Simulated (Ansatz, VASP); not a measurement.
# Al2Cu in VASP and in Ansatz

```
CELL_PARAMETERS angstrom
-3.02645 3.02645 2.53450
3.02645 -3.02645 2.53450
3.02645 3.02645 -2.53450
ATOMIC_POSITIONS crystal
Al 0.15932 0.65932 0.81864
Al 0.65932 0.84068 0.50000
Al 0.84068 0.34068 0.18136
Al 0.34068 0.15932 0.50000
Cu 0.75000 0.75000 0.00000
Cu 0.25000 0.25000 0.00000
```

Alike in both runs: task single point; functional PBEsol; k mesh 10 × 10 × 10; occupations gaussian, width 0.15 eV; no spin polarisation.

|  | VASP | Ansatz |
| --- | --- | --- |
| version | VASP 6.6.1 | Ansatz 0.2.0 |
| potentials or method | VASP PAW PBE potentials, release 64 (Al, Cu), cutoff 520 eV | scalar-relativistic, plane waves, PAW |
| valence electrons in the cell | 34 | 50 |

|  | VASP | Ansatz | Ansatz less VASP |
| --- | --- | --- | --- |
| gap on the k mesh at the Fermi level (eV) | none | none | - |
| pressure (GPa) | -6.1 | -6.3 | -0.17 |
| traceless stress, the component that is largest in VASP (GPa) | -2.71 | -2.75 | -0.041 |
| rms of the force components (eV/Å) | 0.063 | 0.063 | +0.0006 |

VASP's potentials were made for PBE, not for PBEsol, and Ansatz warns of the same on its side. Atom by atom the forces differ by 0.001 eV/Å (rms over components). A gap of «none» marks a metal or a gap that the smearing closes. VASP's potentials hold 34 valence electrons a cell and Ansatz's 50, so a difference there can come from the potentials and not from the codes.
